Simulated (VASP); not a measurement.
A run of VASP 6.6.1 is set up as follows.

INCAR

```
SYSTEM = As
  PREC = Accurate
  ENCUT = 520
  EDIFF = 1E-7
  ISMEAR = -1
  SIGMA = 0.05
  LREAL = .False.
  LASPH = .True.
  NELM = 100
  ALGO = Normal
  ISIF = 2
  LWAVE = .False.
  LCHARG = .True.
  GGA = CA
  LELF = .True.
  LVHAR = .True.
  NBANDS = 12
```

KPOINTS

```
regular mesh
0
Gamma
  13 13 13
  0 0 0
```

File POSCAR:

```
As
1.0
    1.9166166498      1.1065591387      3.5541357880
   -1.9166166498      1.1065591387      3.5541357880
    0.0000000000     -2.2131182774      3.5541357880
As
2
Direct
    0.2275400000      0.2275400000      0.2275400000
    0.7724600000      0.7724600000      0.7724600000
```

Potentials or basis: VASP PAW LDA potentials, release 64 (As).

Launch:

```bash
$ cat potpaw_LDA.64/As/POTCAR > POTCAR
$ mpirun -np 1 vasp_std > vasp.out
```

**Question.** Estimate the pressure.

**Answer.** -5.1 GPa.

**Question.** Estimate the largest force.

**Answer.** 0.223 eV/Å.

**Question.** Predict the band gap on the k mesh.

**Answer.** Zero (bands 5 and 6 overlap by 0.32 eV).

Stress tensor (GPa, compression positive):
```
-5.22  0.00  0.00
 0.00 -5.22  0.00
 0.00  0.00 -4.87
```

Caveat: the cell stands under tension.
